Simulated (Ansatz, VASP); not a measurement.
MgO in VASP and in Ansatz

The input INCAR:

```
PREC = Accurate
ENCUT = 600
EDIFF = 1E-6
ISMEAR = 0
SIGMA = 0.01
LREAL = False
LASPH = True
NELM = 120
ALGO = Normal
ISIF = 2
LWAVE = False
LCHARG = True
GGA = PS
LELF = True
LVHAR = True
NBANDS = 11
GGA_COMPAT = False
```

The input KPOINTS:

```
regular mesh
0
Gamma
  12 12 12
```

File POSCAR:

```
MgO
1.0
    2.2315829953      0.0000000000      0.0000000000
    0.0000000000      2.2315829953      0.0000000000
    0.0000000000      0.0000000000      2.2315829953
Mg O
1 1
Direct
    0.0000000000      0.0000000000      0.0000000000
    0.5000000000      0.5000000000      0.5000000000
```

Input for Ansatz:

```yaml
crystal:
  lattice:
    - [2.2315829953, 0.0, 0.0]
    - [0.0, 2.2315829953, 0.0]
    - [0.0, 0.0, 2.2315829953]
  atoms:
    - { symbol: Mg, position: [0.0, 0.0, 0.0] }
    - { symbol: O, position: [0.5, 0.5, 0.5] }
scf:
  occupations: { method: fixed }
output:
  forces: true
  stress: true
  eigenvalues: true
hamiltonian:
  xc: pbesol
basis:
  ecutwfc: 700
kpoints:
  mp_grid: { grid: [12, 12, 12] }
```

Alike in both runs: task single point; functional PBEsol; k mesh 12 × 12 × 12; no spin polarisation.

```csv
,VASP,Ansatz
version,VASP 6.6.1,Ansatz 0.2.0
potentials or method,"VASP PAW PBE potentials, release 64 (Mg, O), cutoff 600 eV","scalar-relativistic, plane waves, PAW"
occupations,"gaussian, width 0.01 eV",fixed
valence electrons in the cell,8,16
```

```csv
,VASP,Ansatz,Ansatz less VASP
gap on the k mesh at the Fermi level (eV),6.59,6.57,-0.020
least direct gap on the mesh (eV),6.59,6.57,-0.020
```

VASP's potentials were made for PBE, not for PBEsol. VASP's potentials hold 8 valence electrons a cell and Ansatz's 16, so a difference there can come from the potentials and not from the codes.
